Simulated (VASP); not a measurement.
Set up this calculation in VASP 6.6.1, as the native input.

```
Task                   : single point
Functional             : PBEsol
Dispersion             : D4
Potentials or basis    : VASP PAW PBE potentials, release 64 (K_sv, Cl)
Cutoff                 : 520 eV
k mesh                 : 7 × 7 × 7
Occupations            : gaussian, width 0.025 eV
Spin                   : collinear spin, ferromagnetic start
Starting moments       : [-0.59, 0.0] μB
Dipole correction      : no
Further INCAR settings : ALGO = Normal; EDIFF = 1e-06; NBANDS = 19
```

The structure of KCl (Sylvite) lies in POSCAR:

```
KCl
1.0
    0.0000000000      3.1464700000      3.1464700000
    3.1464700000      0.0000000000      3.1464700000
    3.1464700000      3.1464700000      0.0000000000
K Cl
1 1
Direct
    0.0000000000      0.0000000000      0.0000000000
    0.5000000000      0.5000000000      0.5000000000
```

These files were run (other wordings do the same):

INCAR

```
PREC     = Accurate       # precision mode
ENCUT    = 520            # plane-wave cutoff, eV
EDIFF    = 1E-6           # SCF threshold, eV
ISMEAR   = 0              # smearing method
SIGMA    = 0.025          # smearing width, eV
LREAL    = False          # projectors in reciprocal space
LASPH    = True           # aspherical terms in the spheres
NELM     = 150            # most SCF steps
ALGO     = Normal         # electronic algorithm
ISIF     = 2              # what is computed and relaxed
LWAVE    = False          # write WAVECAR
LCHARG   = False          # write CHGCAR
ISPIN    = 2              # spin polarisation
MAGMOM   = -0.59 0        # initial moments
LORBIT   = 11             # projections on sites
GGA      = PS             # functional
IVDW     = 13             # dispersion correction
NBANDS   = 19             # bands
```

KPOINTS

```
Automatic mesh
0
Gamma
  7 7 7
```

Potentials or basis: VASP PAW PBE potentials, release 64 (K_sv, Cl).

Launch:

```sh
$ cat potpaw_PBE.64/K_sv/POTCAR potpaw_PBE.64/Cl/POTCAR > POTCAR
$ mpirun -np 1 vasp_std > vasp.out
```

It gave:

| Property | Result |
| --- | --- |
| Pressure | -0.7 GPa |
| Band gap on the k mesh | 5.02 eV, direct |
| Net moment | 0.00 μB per cell |
| Valence electrons inside the program's atomic spheres | K 7.55; Cl 5.12 |
| Dispersion energy per atom | -0.064 eV |

Caveat: the PAW data sets were made with another functional, which shifts forces and pressure a little.

It took 26 s on 1 thread of Intel(R) Xeon(R) 6975P-C (Granite Rapids), on a shared host, peak memory 0.25 GiB.
